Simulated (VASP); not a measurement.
Wanted: the native input for a VASP 6.6.1 run.

- Task: single point
- Functional: PBE
- Potentials or basis: VASP PAW PBE potentials, release 64 (Co, O)
- Cutoff: 520 eV
- k mesh: 12 × 12 × 6
- Occupations: gaussian, width 0.02 eV
- Spin: collinear spin, antiferromagnetic start
- Starting moments: [-2.68, 2.68, 0.0, 0.0] μB
- Hubbard terms: Co d U = 3.32 eV
- Dipole correction: no
- Further INCAR settings: ALGO = Normal; EDIFF = 1e-06; NBANDS = 27

The structure of CoO lies in POSCAR:

```
CoO
1.0
    3.2948886021      0.0000000001      0.0000000000
   -1.6474443011      2.8534572320      0.0000000000
    0.0000000000      0.0000000000      5.3079108257
Co O
2 2
Direct
    0.0000000000      0.0000000000      0.0004961258
    0.3333333333      0.6666666667      0.5004961241
    0.0000000000      0.0000000000      0.3745043756
    0.3333333333      0.6666666667      0.8745043747
```

The input as run:

INCAR

```
ALGO = Normal
EDIFF = 1E-6
ENCUT = 520
GGA = PE
ISIF = 2
ISMEAR = 0
ISPIN = 2
LASPH = True
LCHARG = True
LDAU = True
LDAUJ = 0 0
LDAUL = 2 -1
LDAUPRINT = 1
LDAUTYPE = 2
LDAUU = 3.32 0
LELF = True
LMAXMIX = 4
LORBIT = 11
LREAL = False
LVHAR = True
LWAVE = False
MAGMOM = -2.68 2.68 0 0
NBANDS = 27
NELM = 150
PREC = Accurate
SIGMA = 0.02
```

KPOINTS

```
k-points
0
Gamma
  12 12 6
```

Potentials or basis: VASP PAW PBE potentials, release 64 (Co, O).

Command:

```sh
$ cat potpaw_PBE.64/Co/POTCAR potpaw_PBE.64/O/POTCAR > POTCAR
$ mpirun -np 1 vasp_std > vasp.out
```

Results of the run:

| Property | Result |
| --- | --- |
| Pressure | -2.6 GPa |
| Largest force | 0.013 eV/Å |
| Band gap on the k mesh | 1.20 eV (least direct gap 1.29 eV) |
| Net moment | 0.00 μB per cell |
| Site moments | Co -2.66, +2.66; O +0.08, -0.08 μB |
| Valence electrons inside the program's atomic spheres | Co 7.86; O 5.00 |

Run time: 3.8 min on 1 thread of Intel(R) Xeon(R) Platinum 8488C (Sapphire Rapids), with other jobs on the host, peak memory 0.3 GiB.
